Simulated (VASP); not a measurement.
# ZnSe2 (Pbca) in VASP: notebook, part 2 of 2

VASP 6.6.1. The steps go on from the part before.

### 5 Single point, PBEsol (20.24 Å³/atom)

This run uses another cell than the first one, of 20.24 Å³/atom.

Contents of INCAR:

```
SYSTEM = ZnSe2
PREC     = Accurate       ! precision mode
ENCUT    = 520            ! plane-wave cutoff, eV
EDIFF    = 1E-7           ! SCF threshold, eV
ISMEAR   = 0              ! smearing method
SIGMA    = 0.05           ! smearing width, eV
LREAL    = .FALSE.        ! projectors in reciprocal space
LASPH    = .TRUE.         ! aspherical terms in the spheres
NELM     = 60             ! most SCF steps
ALGO     = Normal         ! electronic algorithm
ISIF     = 2              ! what is computed and relaxed
LWAVE    = .FALSE.        ! write WAVECAR
LCHARG   = .TRUE.         ! write CHGCAR
GGA      = PS             ! functional
LELF     = .TRUE.         ! ELF
LVHAR    = .TRUE.       
NBANDS   = 60             ! bands
```

Contents of KPOINTS:

```
regular mesh
0
G
  6 6 6
  0 0 0
```

Contents of POSCAR:

```
ZnSe2
1.0
    6.1148868002      0.0000000000      0.0000000000
    0.0000000000      6.1148868002      0.0000000000
    0.0000000000      0.0000000000      6.4946212705
Zn Se
4 8
Direct
    0.5000000000      0.5000000000      0.0000000000
    0.5000000000      0.0000000000      0.5000000000
    0.0000000000      0.5000000000      0.5000000000
    0.0000000000      0.0000000000      0.0000000000
    0.1099579274      0.8900420726      0.3900420726
    0.8900420726      0.3900420726      0.1099579274
    0.3900420726      0.1099579274      0.8900420726
    0.6099579274      0.6099579274      0.6099579274
    0.8900420726      0.1099579274      0.6099579274
    0.1099579274      0.6099579274      0.8900420726
    0.6099579274      0.8900420726      0.1099579274
    0.3900420726      0.3900420726      0.3900420726
```

Run with:

```bash
cat potpaw_PBE.64/Zn/POTCAR potpaw_PBE.64/Se/POTCAR > POTCAR
mpirun -np 1 vasp_std > vasp.out
```

Wall time 27 min (1 thread of Oxide Virtual Turin-like, shared host); peak memory 0.74 GiB.

The run converged. Its results:

```yaml
Free_energy: -41.1390 eV
Pressure: 0.5 GPa
Largest_force: 0.058 eV/Å
Band_gap_on_the_k_mesh: 0.50 eV (least direct gap 0.64 eV)
```

Forces on the atoms (eV/Å):
```
Zn   0.000  0.000  0.000
Zn   0.000  0.000  0.000
Zn   0.000  0.000  0.000
Zn   0.000  0.000  0.000
Se  -0.007 -0.049  0.031
Se   0.007 -0.049 -0.031
Se   0.007  0.049  0.031
Se  -0.007  0.049 -0.031
Se   0.007  0.049 -0.031
Se  -0.007  0.049  0.031
Se  -0.007 -0.049 -0.031
Se   0.007 -0.049  0.031
```

Stress tensor (GPa, compression positive):
```
 1.41  0.00  0.00
 0.00  1.43  0.00
 0.00  0.00 -1.24
```

Levels at points of the mesh, in eV from the valence-band top:
```csv
k point,band 46,band 47,band 48,band 49,band 50,band 51
"(0.00, 0.00, 0.00)",-0.97,-0.54,0.00,0.64,1.39,1.87
"(0.50, 0.00, 0.00)",-1.57,-0.48,-0.48,1.00,1.00,1.07
"(0.00, 0.50, 0.00)",-1.49,-0.39,-0.39,0.98,0.98,1.13
"(0.50, 0.50, 0.00)",-1.74,-1.74,-1.74,1.03,1.03,1.03
"(0.00, 0.00, 0.50)",-1.98,-0.31,-0.31,0.89,0.89,0.95
"(0.50, 0.00, 0.50)",-1.70,-1.70,-1.70,0.99,0.99,0.99
"(0.00, 0.50, 0.50)",-1.70,-1.70,-1.70,0.87,0.87,0.87
"(0.50, 0.50, 0.50)",-2.14,-2.14,-2.14,0.99,0.99,0.99
```

Caveat: the PAW data sets were made with another functional, which shifts forces and pressure a little. A k mesh can miss the band edges.

### 6 Single point, PBEsol (21.86 Å³/atom)

This run uses another cell than the first one, of 21.86 Å³/atom.

Contents of INCAR:

```
SYSTEM = ZnSe2
PREC = Accurate
ENCUT = 520
EDIFF = 1E-6
ISMEAR = 0
SIGMA = 0.05
LREAL = .False.
LASPH = .True.
NELM = 100
ALGO = Normal
ISIF = 2
LWAVE = .False.
LCHARG = .False.
GGA = PS
NBANDS = 60
```

Contents of KPOINTS:

```
regular mesh
0
Gamma
  6 6 6
  0 0 0
```

POSCAR, as its differences from that of step 5:

```diff
@@ -2,5 +2,5 @@
 1.0
-    6.1148868002      0.0000000000      0.0000000000
-    0.0000000000      6.1148868002      0.0000000000
-    0.0000000000      0.0000000000      6.4946212705
+    6.2737735619      0.0000000000      0.0000000000
+    0.0000000000      6.2737735619      0.0000000000
+    0.0000000000      0.0000000000      6.6633749001
 Zn Se
```

Potentials or basis: VASP PAW PBE potentials, release 64 (Zn, Se).

Run with:

```bash
cat potpaw_PBE.64/Zn/POTCAR potpaw_PBE.64/Se/POTCAR > POTCAR
mpirun -np 1 vasp_std > vasp.out
```

Wall time 28 min (1 thread of Oxide Virtual Turin-like, shared host); peak memory 0.79 GiB.

Results (log left out):

* Free energy: -40.8774 eV
* Pressure: -4.5 GPa
* Largest force: 0.388 eV/Å
* Band gap on the k mesh: 0.44 eV (least direct gap 0.77 eV)

Forces on the atoms (eV/Å):
```
Zn   0.000  0.000  0.000
Zn   0.000  0.000  0.000
Zn   0.000  0.000  0.000
Zn   0.000  0.000  0.000
Se  -0.187  0.138  0.311
Se   0.187  0.138 -0.311
Se   0.187 -0.138  0.311
Se  -0.187 -0.138 -0.311
Se   0.187 -0.138 -0.311
Se  -0.187 -0.138  0.311
Se  -0.187  0.138 -0.311
Se   0.187  0.138  0.311
```

Stress tensor (GPa, compression positive):
```
-3.97  0.00  0.00
 0.00 -3.96  0.00
 0.00  0.00 -5.49
```

Levels at points of the mesh, in eV from the valence-band top:
| k point | band 45 | band 46 | band 47 | band 48 | band 49 | band 50 | band 51 | band 52 |
| --- | --- | --- | --- | --- | --- | --- | --- | --- |
| (0.00, 0.00, 0.00) | -0.88 | -0.83 | -0.49 | 0.00 | 0.77 | 1.07 | 1.73 | 1.76 |
| (0.50, 0.00, 0.00) | -1.42 | -1.42 | -0.41 | -0.41 | 1.01 | 1.01 | 1.01 | 1.01 |
| (0.00, 0.50, 0.00) | -1.33 | -1.33 | -0.34 | -0.34 | 0.93 | 0.93 | 1.13 | 1.13 |
| (0.50, 0.50, 0.00) | -1.55 | -1.55 | -1.55 | -1.55 | 1.03 | 1.03 | 1.03 | 1.03 |
| (0.00, 0.00, 0.50) | -1.76 | -1.76 | -0.27 | -0.27 | 0.89 | 0.89 | 0.94 | 0.94 |
| (0.50, 0.00, 0.50) | -1.52 | -1.52 | -1.52 | -1.52 | 0.98 | 0.98 | 0.98 | 0.98 |
| (0.00, 0.50, 0.50) | -1.52 | -1.52 | -1.52 | -1.52 | 0.88 | 0.88 | 0.88 | 0.88 |
| (0.50, 0.50, 0.50) | -1.91 | -1.91 | -1.91 | -1.91 | 1.07 | 1.07 | 1.07 | 1.07 |

Caveat: the cell stands under tension; the PAW data sets were made with another functional, which shifts forces and pressure a little.

### 7 The runs side by side

```tsv
cell	cutoff (eV)	gap on the mesh (eV)	pressure (GPa)	largest force (eV/Å)
a = 5.655, b = 5.655, c = 6.380 Å, 12 atoms	500	0.04	22.0	1.19
a = 6.688, b = 6.688, c = 6.297 Å, 12 atoms	520	0.56	-7.7	0.68
a = 6.495, b = 6.495, c = 5.757 Å, 12 atoms	520	0.84	1.5	0.13
a = 6.115, b = 6.115, c = 6.495 Å, 12 atoms	520	0.50	0.5	0.06
a = 6.274, b = 6.274, c = 6.663 Å, 12 atoms	520	0.44	-4.5	0.39
```

Alike in all rows: task single point; level PBEsol; potentials or basis VASP PAW PBE potentials, release 64 (Zn, Se); no spin polarisation; k mesh 6 × 6 × 6; smearing gaussian 0.05 eV.

Caveats: the PAW data sets were made with another functional, which shifts forces and pressure a little; the cell stands under tension (at least some runs); the cell stands under pressure (at least some runs).

Total energies depend on the potentials used, so only differences within one code and one set of settings carry meaning.
